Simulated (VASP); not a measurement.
Set up this calculation in VASP 6.6.1, as the native input.

```
Task                   : single point
Functional             : PBE
Potentials or basis    : VASP PAW PBE potentials, release 64 (Mg, O)
Cutoff                 : 520 eV
k mesh                 : 9 × 9 × 2
Occupations            : gaussian, width 0.05 eV
Spin                   : no spin polarisation
Dipole correction      : no
Further INCAR settings : ALGO = Normal; EDIFF = 1e-07; NBANDS = 26
```

The structure of MgO lies in POSCAR:

```
MgO
1.0
    3.2805263433      0.0000000000      0.0000000000
   -1.6402631717      2.8410191511      0.0000000000
    0.0000000000      0.0000000000     10.5138967343
Mg O
4 4
Direct
    0.3914110833      0.7828221667      0.9694906392
   -0.0404938367     -0.0809876733      0.2208211786
    0.0404938367      0.0809876733      0.7208211786
    0.6085889167      0.2171778333      0.4694906392
    0.3771365393      0.7542730786      0.7800420079
   -0.0531299620     -0.1062599239      0.5296443544
    0.0531299620      0.1062599239      0.0296443544
    0.6228634607      0.2457269214      0.2800420079
```

This cell differs from its parent crystal: mode 4 frozen in at +0.000 Å and mode 5 at +0.330 Å (largest displacements).

These files were run (other wordings do the same):

INCAR

```
SYSTEM = MgO
PREC = Accurate
ENCUT = 520
EDIFF = 1E-7
ISMEAR = 0
SIGMA = 0.05
LREAL = .FALSE.
LASPH = .TRUE.
NELM = 100
ALGO = Normal
ISIF = 2
LWAVE = .FALSE.
LCHARG = .FALSE.
GGA = PE
NBANDS = 26
```

KPOINTS

```
regular mesh
0
G
  9 9 2
  0 0 0
```

Potentials or basis: VASP PAW PBE potentials, release 64 (Mg, O).

The run is started by

```console
$ cat potpaw_PBE.64/Mg/POTCAR potpaw_PBE.64/O/POTCAR > POTCAR
$ mpirun -np 1 vasp_std > vasp.out
```

Results of the run:

- Pressure: -1.2 GPa
- Largest force: 0.290 eV/Å
- Band gap on the k mesh: 3.23 eV, direct

Caveat: the cell differs from its parent crystal (mode 4 frozen in at +0.000 Å and mode 5 at +0.330 Å (largest displacements)).

It took 92 s on 1 thread of Intel Xeon 6975P-C (shared host), peak memory 0.26 GiB.
